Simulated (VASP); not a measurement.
# Al2GaP3 (I-4m2) in VASP: relaxation of cell and atoms with PBE

Aim: the relaxation of cell and atoms of Al2GaP3 with PBE.

Program: VASP 6.6.1. These are calculated values, not measurements. Logs are shortened: lines on timing, memory, paths and dates and some standing lists are left out, and cuts for length are marked.

## (1) The cell of the first run

It takes space group I-4m2 (No. 119, tetragonal). The conventional cell has a = 3.895 Å, b = 3.895 Å, c = 16.514 Å, α = 90.00°, β = 90.00°, γ = 90.00°. Within 3.1 Å of Al (site symmetry 2mm) lie 4 P at 2.38 Å. Ga (site symmetry -4m2) has 4 P at 2.39 Å within 3.2 Å. P (site symmetry 2mm) has 2 Al at 2.38 Å and 2 Ga at 2.39 Å within 3.1 Å. P (site symmetry -4m2) has 4 Al at 2.38 Å within 3.1 Å.

## (2) Relaxation of cell and atoms, PBE

Contents of INCAR:

```
SYSTEM = Al2GaP3
PREC = Accurate ; ENCUT = 500
EDIFF = 1E-7 ; ISMEAR = 0
SIGMA = 0.02 ; LREAL = .FALSE.
LASPH = .TRUE. ; NELM = 120
ALGO = Normal ; ISIF = 3
LWAVE = .FALSE. ; LCHARG = .FALSE.
GGA = PE ; IBRION = 2
NSW = 100 ; EDIFFG = -0.01
GGA_COMPAT = .FALSE. ; NELMIN = 4
```

Contents of KPOINTS:

```
Automatic mesh
0
G
  10 10 10
  0 0 0
```

Contents of POSCAR:

```
Al2GaP3
1.0
   -1.9475160000      1.9475160000      8.2571738000
    1.9475160000     -1.9475160000      8.2571738000
    1.9475160000      1.9475160000     -8.2571738000
Al Ga P
2 1 3
Direct
    0.6666770000      0.6666770000      0.0000000000
    0.3333230000      0.3333230000      0.0000000000
    0.0000000000      0.0000000000      0.0000000000
    0.4162950000      0.9162950000      0.5000000000
    0.0837050000      0.5837050000      0.5000000000
    0.7500000000      0.2500000000      0.5000000000
```

Potentials or basis: VASP PAW PBE potentials, release 64 (Al, Ga_d, P).

Started as:

```sh
$ cat potpaw_PBE.64/Al/POTCAR potpaw_PBE.64/Ga_d/POTCAR potpaw_PBE.64/P/POTCAR > POTCAR
$ mpirun -np 1 vasp_std > vasp.out
```

OUTCAR:

```text
SYSTEM = Al2GaP3
   PREC = Accurate
   ENCUT = 500
   EDIFF = 1E-7
   ISMEAR = 0
   LREAL = .FALSE.
   LASPH = .TRUE.
   NELM = 120
   ISIF = 3
   GGA = PE
   IBRION = 2
   NSW = 100
   EDIFFG = -0.01
   NELMIN = 4

 ion  position               nearest neighbor table
   1  0.667  0.667  0.000-   5 2.38   5 2.38   6 2.38   6 2.38
   2  0.333  0.333  0.000-   4 2.38   4 2.38   6 2.38   6 2.38
   3  0.000  0.000  0.000-   4 2.39   5 2.39   5 2.39   4 2.39
   4  0.416  0.916  0.500-   2 2.38   2 2.38   3 2.39   3 2.39
   5  0.084  0.584  0.500-   1 2.38   1 2.38   3 2.39   3 2.39
   6  0.750  0.250  0.500-   1 2.38   2 2.38   2 2.38   1 2.38

  LATTYP: Found a body centered tetragonal cell.
 ALAT       =     3.8950320000
 C/A-ratio  =     4.2398490179

  Lattice vectors:

 A1 = (  -1.9475160000,   1.9475160000,   8.2571738000)
 A2 = (   1.9475160000,  -1.9475160000,   8.2571738000)
 A3 = (   1.9475160000,   1.9475160000,  -8.2571738000)

Analysis of symmetry for initial positions (statically):
=====================================================================
 Subroutine PRICEL returns:
 Original cell was already a primitive cell.

 Routine SETGRP: Setting up the symmetry group for a
 body centered tetragonal supercell.

 Subroutine GETGRP returns: Found  8 space group operations
 (whereof  8 operations were pure point group operations)
 out of a pool of 16 trial point group operations.

The static configuration has the point symmetry D_2d.

Analysis of symmetry for dynamics (positions and initial velocities):
=====================================================================
 Subroutine PRICEL returns:
 Original cell was already a primitive cell.

 Routine SETGRP: Setting up the symmetry group for a
 body centered tetragonal supercell.

 Subroutine GETGRP returns: Found  8 space group operations
 (whereof  8 operations were pure point group operations)
 out of a pool of 16 trial point group operations.

The dynamic configuration has the point symmetry D_2d.

 Subroutine INISYM returns: Found  8 space group operations
 (whereof  8 operations are pure point group operations),
 and found     1 'primitive' translations

----------------------------------------------------------------------------------------

                                     Primitive cell

  volume of cell :     125.2718

  direct lattice vectors                    reciprocal lattice vectors
    -1.947516000  1.947516000  8.257173800     0.000000000  0.256737300  0.060553406
     1.947516000 -1.947516000  8.257173800     0.256737300  0.000000000  0.060553406
     1.947516000  1.947516000 -8.257173800     0.256737300  0.256737300  0.000000000

  length of vectors
     8.704398676  8.704398676  8.704398676     0.263781645  0.263781645  0.363081372

  position of ions in fractional coordinates (direct lattice)
     0.666677000  0.666677000  0.000000000
     0.333323000  0.333323000  0.000000000
     0.000000000  0.000000000  0.000000000
     0.416295000  0.916295000  0.500000000
     0.083705000  0.583705000  0.500000000
     0.750000000  0.250000000  0.500000000

  ion indices of the primitive-cell ions
   primitive index   ion index
                 1           1
                 2           2
                 3           3
                 4           4
                 5           5
                 6           6

----------------------------------------------------------------------------------------

 KPOINTS: Automatic mesh

Automatic generation of k-mesh.
 Grid dimensions read from file:
 generate k-points for:   10   10   10

 Generating k-lattice:

  Cartesian coordinates                     Fractional coordinates (reciprocal lattice)
     0.000000000  0.025673730  0.006055341     0.100000000 -0.000000000  0.000000000
     0.025673730  0.000000000  0.006055341    -0.000000000  0.100000000  0.000000000
     0.025673730  0.025673730  0.000000000     0.000000000  0.000000000  0.100000000

  Length of vectors
     0.026378165  0.026378165  0.036308137

  Shift w.r.t. Gamma in fractional coordinates (k-lattice)
     0.000000000  0.000000000  0.000000000

 Subroutine IBZKPT returns following result:
 ===========================================

 Found    102 irreducible k-points:

 Following reciprocal coordinates:
            Coordinates               Weight
  0.000000  0.000000  0.000000      1.000000
  0.100000  0.000000 -0.000000      8.000000
  0.200000  0.000000 -0.000000      8.000000
  0.300000  0.000000 -0.000000      8.000000
  0.400000  0.000000 -0.000000      8.000000
  0.500000  0.000000 -0.000000      4.000000
[... 16 lines left out ...]
  0.300000  0.300000 -0.000000      8.000000
  0.400000  0.300000 -0.000000     16.000000
 [... further k-points ...]
   k-points           NKPTS =    102   k-points in BZ     NKDIM =    102   number of bands    NBANDS=     21
   number of dos      NEDOS =    301   number of ions     NIONS =      6
   total plane-waves  NPLWV = 262144
   dimension x,y,z NGX =    64 NGY =   64 NGZ =   64
   dimension x,y,z NGXF=   128 NGYF=  128 NGZF=  128
   ions per type =               2   1   3
   NGX,Y,Z   is equivalent  to a cutoff of  12.22, 12.22, 12.22 a.u.
   NGXF,Y,Z  is equivalent  to a cutoff of  24.45, 24.45, 24.45 a.u.
 SYSTEM =  Al2GaP3
   PREC   = accura    normal or accurate (medium, high low for compatibility)
   ISTART =      0    job   : 0-new  1-cont  2-samecut
   ICHARG =      2    charge: 1-file 2-atom 10-const
   ISPIN  =      1    spin polarized calculation?
   LNONCOLLINEAR =      F non collinear calculations
   LSORBIT =      F    spin-orbit coupling
   LASPH  =      T    aspherical Exc in radial PAW
   ENCUT  =  500.0 eV  36.75 Ry    6.06 a.u.  15.87 15.87 15.87*2*pi/ulx,y,z
   NELM   =    120;   NELMIN=  4; NELMDL= -5     # of ELM steps
   EDIFF  = 0.1E-06   stopping-criterion for ELM
   LREAL  =      F    real-space projection
   EDIFFG = -.1E-01   stopping-criterion for IOM
   NSW    =    100    number of steps for IOM
   IBRION =      2    ionic relax: 0-MD 1-quasi-New 2-CG
   NFREE  =      1    steps in history (QN), initial steepest desc. (CG)
   ISIF   =      3    stress and relaxation
   ISYM   =      2    0-nonsym 1-usesym 2-fastsym
   POTIM  = 0.5000    time-step for ionic-motion
   TEBEG  =    0.0;   TEEND  =   0.0 temperature during run
   PSTRESS=    0.0 pullay stress
   NELECT =      34.0000    total number of electrons
   NUPDOWN=      -1.0000    fix difference up-down
   EMIN   =  10.00;   EMAX   =-10.00  energy-range for DOS
   EFERMI =   0.00;   METHOD = LEGACY
   ISMEAR =     0;   SIGMA  =   0.02  broadening in eV -4-tet -1-fermi 0-gaus
   EFERMI_NEDOS =   21; number of points for ismear=-14 and -15
   IALGO  =     38    algorithm
   IMIX   =      4    mixing-type and parameters
     AMIX     =   0.40;   BMIX     =  1.00
     AMIX_MAG =   1.60;   BMIX_MAG =  1.00
  volume/ion in A,a.u.               =      20.88       140.90
  Fermi-wavevector in a.u.,A,eV,Ry     =   1.059945  2.003006 15.285918  1.123483
  Thomas-Fermi vector in A             =   2.195308
   LORBIT       =      0    0 simple, 1 ext, 2 COOP (PROOUT), +10 PAW based schemes
   GGA     = PE    functional components
   LHFCALC =     F    Hartree Fock is set to
   AEXX    =    0.0000 exact exchange contribution
   IVDW    =     0    specifies the selected vdW correction
   LEPSILON=     F    determine dielectric tensor
   LRPA    =     F    only Hartree local field effects (RPA)
 conjugate gradient relaxation of ions
 non-spin polarized calculation
 Gauss-broadening in eV      SIGMA  =   0.02
  energy-cutoff  :      500.00
  volume of cell :      125.27
 maximum number of plane-waves:      3197
   NGX = 31   NGY = 31   NGZ = 31

 number of electron      33.9999999 magnetization

 Free energy of the ion-electron system (eV)
  ---------------------------------------------------
  ext. energy  EPLUGINS =         0.00000000
  ---------------------------------------------------
  free energy    TOTEN  =       -29.87015041 eV

  energy without entropy =      -29.87015041  energy(sigma->0) =      -29.87015041

 E-fermi :   4.4600     XC(G=0):  -9.3039

 val. band max:        4.3444846212   @ k =   0.0000   0.0000   0.0000
 cond. band min:       5.9857493626   @ k =   0.5000   0.5000  -0.0000
 fundamental gap:      1.6412647414
 Fermi energy:         4.4599730024

 k-point     1 :       0.0000    0.0000    0.0000
  band No.  band energies     occupation
      1      -9.9348      2.00000
      2      -9.8538      2.00000
      3      -9.8538      2.00000
      4      -9.8078      2.00000
      5      -9.7822      2.00000
      6      -7.3346      2.00000
[... 13 lines left out ...]
     20       6.9064      0.00000
     21       7.4649      0.00000

 k-point     2 :       0.1000    0.0000   -0.0000
  band No.  band energies     occupation
      1      -9.9321      2.00000
      2      -9.8579      2.00000
      3      -9.8536      2.00000
      4      -9.8064      2.00000
      5      -9.7833      2.00000
      6      -7.2545      2.00000
[... 13 lines left out ...]
     20       7.3277      0.00000
     21       7.7519      0.00000

 k-point     3 :       0.2000    0.0000   -0.0000
  band No.  band energies     occupation
      1      -9.9255      2.00000
      2      -9.8681      2.00000
      3      -9.8531      2.00000
      4      -9.8028      2.00000
      5      -9.7862      2.00000
      6      -7.0196      2.00000
[... 13 lines left out ...]
     20       7.7729      0.00000
     21       8.7440      0.00000
[... 457 lines left out ...]
 k-point    23 :       0.3000    0.3000   -0.0000
  band No.  band energies     occupation
      1      -9.9095      2.00000
      2      -9.8910      2.00000
      3      -9.8450      2.00000
      4      -9.7993      2.00000
      5      -9.7927      2.00000
      6      -5.9596      2.00000
[... 13 lines left out ...]
     20       8.0380      0.00000
     21       8.3822      0.00000

 k-point    24 :       0.4000    0.3000   -0.0000
  band No.  band energies     occupation
      1      -9.9091      2.00000
      2      -9.8962      2.00000
      3      -9.8388      2.00000
      4      -9.8029      2.00000
      5      -9.7899      2.00000
      6      -5.5466      2.00000
[... 13 lines left out ...]
     20       8.2270      0.00000
     21       8.4595      0.00000

 [... further k-points ...]

------------------------ aborting loop because EDIFF is reached ----------------------------------------

  FORCE on cell =-STRESS in cart. coord.  units (eV):
  Direction    XX          YY          ZZ          XY          YZ          ZX
  --------------------------------------------------------------------------------------
  -------------------------------------------------------------------------------------
  Total       -0.0330663     -0.0330663     -0.0447964      0.0000000      0.0000000      0.0000000
  in kB       -0.4229044     -0.4229044     -0.5729276      0.0000000      0.0000000      0.0000000
  external PRESSURE =      -0.4729121 kB  Pullay stress =       0.0000000 kB

 VOLUME and BASIS-vectors are now :
 -----------------------------------------------------------------------------
  energy-cutoff  :      500.00
  volume of cell :      125.27
      direct lattice vectors                 reciprocal lattice vectors
    -1.947516000  1.947516000  8.257173800     0.000000000  0.256737300  0.060553406
     1.947516000 -1.947516000  8.257173800     0.256737300  0.000000000  0.060553406
     1.947516000  1.947516000 -8.257173800     0.256737300  0.256737300  0.000000000

 POSITION                                       TOTAL-FORCE (eV/Angst)
 -----------------------------------------------------------------------------------
      0.00000      0.00000     11.00974         0.000000     -0.000000      0.000670
      0.00000      0.00000      5.50461         0.000000     -0.000000     -0.000670
      0.00000      0.00000      0.00000         0.000000     -0.000000      0.000000
      1.94752      0.00000      6.87484        -0.000000      0.000000     -0.005149
      1.94752      0.00000      1.38233        -0.000000      0.000000      0.005149
      0.00000      1.94752      4.12859         0.000000     -0.000000     -0.000000
 -----------------------------------------------------------------------------------
    total drift:                               -0.000000      0.000000      0.000000

  FREE ENERGIE OF THE ION-ELECTRON SYSTEM (eV)
  ---------------------------------------------------
  free  energy   TOTEN  =       -29.8701504138 eV

  energy  without entropy=      -29.8701504138  energy(sigma->0) =      -29.87015041

 reached required accuracy - stopping structural energy minimisation
```

Wall time 25 min (1 thread of Oxide Virtual Turin-like, shared host); peak memory 0.69 GiB.

What came out:

```yaml
Free_energy: -29.8702 eV
Pressure_after_relaxing: 0.0 GPa
Largest_force_after_relaxing: 0.005 eV/Å
Band_gap_on_the_k_mesh: 1.64 eV (least direct gap 1.84 eV)
```

Forces on the atoms (eV/Å):
```
Al   0.000  0.000  0.001
Al   0.000  0.000 -0.001
Ga   0.000  0.000  0.000
P    0.000  0.000 -0.005
P    0.000  0.000  0.005
P    0.000  0.000  0.000
```

Final structure:
```cif
data_structure
_symmetry_space_group_name_H-M 'P 1'
_symmetry_Int_Tables_number 1
_cell_length_a 8.7044
_cell_length_b 8.7044
_cell_length_c 8.7044
_cell_angle_alpha 154.142
_cell_angle_beta 154.142
_cell_angle_gamma 36.893
_cell_volume 125.27
loop_
_atom_site_label
_atom_site_type_symbol
_atom_site_fract_x
_atom_site_fract_y
_atom_site_fract_z
_atom_site_occupancy
Al1 Al 0.66668 0.66668 0.00000 1
Al2 Al 0.33332 0.33332 0.00000 1
Ga1 Ga 0.00000 0.00000 0.00000 1
P1 P 0.41630 0.91629 0.50000 1
P2 P 0.08371 0.58371 0.50000 1
P3 P 0.75000 0.25000 0.50000 1
```

Levels at points of the mesh, in eV from the valence-band top:
| k point | band 13 | band 14 | band 15 | band 16 | band 17 | band 18 | band 19 | band 20 | band 21 |
| --- | --- | --- | --- | --- | --- | --- | --- | --- | --- |
| (0.00, 0.00, 0.00) | -1.79 | -1.79 | -0.02 | 0.00 | 0.00 | 1.84 | 2.28 | 2.56 | 3.12 |
| (0.50, 0.00, 0.00) | -2.28 | -0.96 | -0.92 | -0.85 | -0.82 | 2.23 | 3.42 | 3.53 | 4.75 |
| (0.50, 0.50, 0.00) | -2.92 | -2.78 | -2.75 | -2.22 | -2.22 | 1.64 | 2.19 | 3.24 | 3.53 |
| (0.50, 0.50, 0.50) | -1.65 | -0.91 | -0.91 | -0.69 | -0.69 | 1.66 | 2.19 | 3.22 | 3.39 |

Caveat: the relaxation stopped at its first step, so nothing moved.
